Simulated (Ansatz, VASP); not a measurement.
## Two plane-wave programs on Ti

INCAR

```
  PREC = Accurate
  ENCUT = 520
  EDIFF = 1E-6
  ISMEAR = 0
  SIGMA = 0.1
  LREAL = False
  LASPH = True
  NELM = 100
  ALGO = Normal
  ISIF = 2
  LWAVE = False
  LCHARG = True
  LDIPOL = True
  IDIPOL = 3
  DIPOL = 0.5 0.5 0.420
  GGA = PE
  IVDW = 12
  LELF = True
  LVHAR = True
  LVACPOTAV = True
  NBANDS = 84
```

File KPOINTS:

```
Automatic mesh
0
Gamma
  4 4 1
```

POSCAR

```
Ti
1.0
    5.7102790045      0.0000000000      0.0000000000
   -2.8551395022      4.9452466806      0.0000000000
    0.0000000000      0.0000000000     24.4241232833
Ti
12
Direct
    0.3333333333      0.1666666667      0.3275450221
    0.3333333333      0.6666666667      0.3275450221
    0.8333333333      0.1666666667      0.3275450221
    0.8333333333      0.6666666667      0.3275450221
    0.6677676680      0.3316515934      0.4185680237
    0.6678002713      0.8360753428      0.4185822525
    0.1705620477      0.3352724208      0.4158946721
    0.1682497949      0.8341146938      0.4206725301
    0.0124005429      0.4908743566      0.5116217498
    0.0125374095      0.0217050098      0.5116364655
    0.5140857575      0.5070154046      0.5156402351
    0.5157661167      0.0077061472      0.5174172586
```

Input for Ansatz:

```yaml
crystal:
  lattice:
    - [5.7102790045, 0.0, 0.0]
    - [-2.8551395022, 4.9452466806, 0.0]
    - [0.0, 0.0, 24.4241232833]
  atoms:
    - { symbol: Ti, position: [0.3333333333, 0.1666666667, 0.3275450221] }
    - { symbol: Ti, position: [0.3333333333, 0.6666666667, 0.3275450221] }
    - { symbol: Ti, position: [0.8333333333, 0.1666666667, 0.3275450221] }
    - { symbol: Ti, position: [0.8333333333, 0.6666666667, 0.3275450221] }
    - { symbol: Ti, position: [0.667767668, 0.3316515934, 0.4185680237] }
    - { symbol: Ti, position: [0.6678002713, 0.8360753428, 0.4185822525] }
    - { symbol: Ti, position: [0.1705620477, 0.3352724208, 0.4158946721] }
    - { symbol: Ti, position: [0.1682497949, 0.8341146938, 0.4206725301] }
    - { symbol: Ti, position: [0.0124005429, 0.4908743566, 0.5116217498] }
    - { symbol: Ti, position: [0.0125374095, 0.0217050098, 0.5116364655] }
    - { symbol: Ti, position: [0.5140857575, 0.5070154046, 0.5156402351] }
    - { symbol: Ti, position: [0.5157661167, 0.0077061472, 0.5174172586] }
basis:
  ecutwfc: 420
kpoints:
  mp_grid: { grid: [4, 4, 1] }
hamiltonian:
  xc: pbe
  dispersion: d3bj
scf:
  occupations: { method: gaussian, width: 0.1 }
output:
  forces: true
  eigenvalues: true
  write_density: true
  volumetric_format: npy
efield:
  axis: 3
  dipole_correction: true
  ramp_width: 0.04
```

Alike in both runs: task single point; functional PBE; dispersion D3(BJ); k mesh 4 × 4 × 1; occupations gaussian, width 0.1 eV; no spin polarisation.

|  | VASP | Ansatz |
| --- | --- | --- |
| version | VASP 6.6.1 | Ansatz 0.2.0 |
| potentials or method | VASP PAW PBE potentials, release 64 (Ti_sv), cutoff 520 eV | scalar-relativistic, plane waves, PAW |
| valence electrons in the cell | 144 | 144 |

VASP gave:

| Item | Value |
| --- | --- |
| gap on the k mesh at the Fermi level (eV) | none |
| rms of the force components (eV/Å) | 0.173 |
| work function, face that differs most (eV) | 4.56 |

What did Ansatz give for the same quantities?

gap on the k mesh at the Fermi level (eV): none; rms of the force components (eV/Å): 0.172; work function, face that differs most (eV): 4.57.

Atom by atom the forces differ by 0.008 eV/Å (rms over components). A gap of «none» marks a metal or a gap that the smearing closes.
